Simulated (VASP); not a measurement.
A run of VASP 6.6.1 is set up as follows.

Contents of INCAR:

```
SYSTEM = Ag
PREC     = Accurate       ! precision mode
ENCUT    = 520            ! plane-wave cutoff, eV
EDIFF    = 1E-7           ! SCF threshold, eV
ISMEAR   = 0              ! smearing method
SIGMA    = 0.15           ! smearing width, eV
LREAL    = .FALSE.        ! projectors in reciprocal space
LASPH    = .TRUE.         ! aspherical terms in the spheres
NELM     = 80             ! most SCF steps
ALGO     = Fast           ! electronic algorithm
ISIF     = 2              ! what is computed and relaxed
LWAVE    = .FALSE.        ! write WAVECAR
LCHARG   = .TRUE.         ! write CHGCAR
GGA      = PE             ! functional
LELF     = .TRUE.         ! ELF
LVHAR    = .TRUE.       
NBANDS   = 12             ! bands
```

KPOINTS

```
Automatic mesh
0
G
  20 20 20
  0 0 0
```

The input POSCAR:

```
Ag
1.0
    0.0000000000      2.0941775000      2.1452550000
    2.0941775000      0.0000000000      2.1452550000
    2.0941775000      2.0941775000      0.0000000000
Ag
1
Direct
    0.0000000000      0.0000000000      0.0000000000
```

Potentials or basis: VASP PAW PBE potentials, release 64 (Ag).

Launch:

```bash
$ cat potpaw_PBE.64/Ag/POTCAR > POTCAR
$ mpirun -np 1 vasp_std > vasp.out
```

**Question.** What does it give for the pressure?

**Answer.** -4.2 GPa.

**Question.** What does it give for the band gap on the k mesh?

**Answer.** Zero (an odd number of electrons rules out a gap without spin polarisation).

Stress tensor (GPa, compression positive):
```
-3.99  0.00  0.00
 0.00 -3.99  0.00
 0.00  0.00 -4.74
```

Caveat: the cell differs from its parent crystal (strain +0.025 along x and y, +0.050 along z); the cell stands under tension.
